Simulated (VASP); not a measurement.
Write the native input for VASP 6.6.1 that does the following.

```yaml
Task: relaxation of cell and atoms
Functional: r2SCAN
Potentials_or_basis: VASP PAW PBE potentials, release 64 (C)
Cutoff: 600 eV
k_mesh: 12 × 12 × 3
Occupations: fermi-dirac, width 0.05 eV
Spin: no spin polarisation
Dipole_correction: no
Further_INCAR_settings: ALGO = Normal; EDIFF = 1e-07; IBRION = 2; EDIFFG = -0.01; NSW = 60; ISIF = 3
```

Crystal: C.

```
C
1.0
     2.52210    0.00000    0.00000
    -1.26105    2.18420    0.00000
     0.00000    0.00000   12.35570
C
12
Direct
  0.66667 0.33333 0.35417
  0.33333 0.66667 0.85417
  0.66667 0.33333 0.14583
  0.33333 0.66667 0.64583
  0.66667 0.33333 0.47917
  0.33333 0.66667 0.97917
  0.66667 0.33333 0.02083
  0.33333 0.66667 0.52083
  0.00000 0.00000 0.81250
  0.00000 0.00000 0.31250
  0.00000 0.00000 0.68750
  0.00000 0.00000 0.18750
```

These files were run (other wordings do the same):

POSCAR

```
C
1.0
    2.5221000000      0.0000000000      0.0000000000
   -1.2610500000      2.1842026709      0.0000000000
    0.0000000000      0.0000000000     12.3557000000
C
12
Direct
    0.6666666667      0.3333333333      0.3541700000
    0.3333333333      0.6666666667      0.8541700000
    0.6666666667      0.3333333333      0.1458300000
    0.3333333333      0.6666666667      0.6458300000
    0.6666666667      0.3333333333      0.4791700000
    0.3333333333      0.6666666667      0.9791700000
    0.6666666667      0.3333333333      0.0208300000
    0.3333333333      0.6666666667      0.5208300000
    0.0000000000      0.0000000000      0.8125000000
    0.0000000000      0.0000000000      0.3125000000
    0.0000000000      0.0000000000      0.6875000000
    0.0000000000      0.0000000000      0.1875000000
```

INCAR.step1

```
  PREC = Accurate
  ENCUT = 600
  ISMEAR = -1
  SIGMA = 0.05
  LREAL = False
  LASPH = True
  NELM = 80
  GGA = PE
  ALGO = Normal
  EDIFF = 1E-4
  LWAVE = True
  LCHARG = False
```

INCAR.step2

```
  PREC = Accurate
  ENCUT = 600
  EDIFF = 1E-7
  ISMEAR = -1
  SIGMA = 0.05
  LREAL = False
  LASPH = True
  NELM = 80
  ALGO = Normal
  ISIF = 3
  LWAVE = False
  LCHARG = False
  METAGGA = R2SCAN
  LMIXTAU = True
  IBRION = 2
  NSW = 60
  EDIFFG = -0.01
  ISTART = 1
```

KPOINTS

```
Automatic mesh
0
Gamma
  12 12 3
```

Potentials or basis: VASP PAW PBE potentials, release 64 (C).

Launch:

```sh
$ cat potpaw_PBE.64/C/POTCAR > POTCAR
$ cp INCAR.step1 INCAR
$ mpirun -np 1 vasp_std > vasp.out
$ cp INCAR.step2 INCAR
$ mpirun -np 1 vasp_std > vasp.out
```

Results of the run:

```yaml
Relaxed_volume: 5.65 Å³/atom
Relaxed_cell: a = 2.513 Å, b = 2.513 Å, c = 12.393 Å, α = 90.00°, β = 90.00°, γ = 120.00°
Space_group_after_relaxing_to_0.05_Å: P6_3/mmc (No. 194)
Energy_gained_by_relaxing: 1.8 meV/atom
Ionic_steps: 6
Pressure_after_relaxing: -0.1 GPa
Largest_force_after_relaxing: 0.008 eV/Å
Band_gap_on_the_k_mesh: 4.66 eV, indirect (least direct gap 5.63 eV)
```

Caveat: the PAW data sets were made with another functional, which shifts forces and pressure a little.

Run time: 20 min on 1 thread of Intel(R) Xeon(R) 6975P-C (Granite Rapids), with other jobs on the host, peak memory 0.23 GiB.
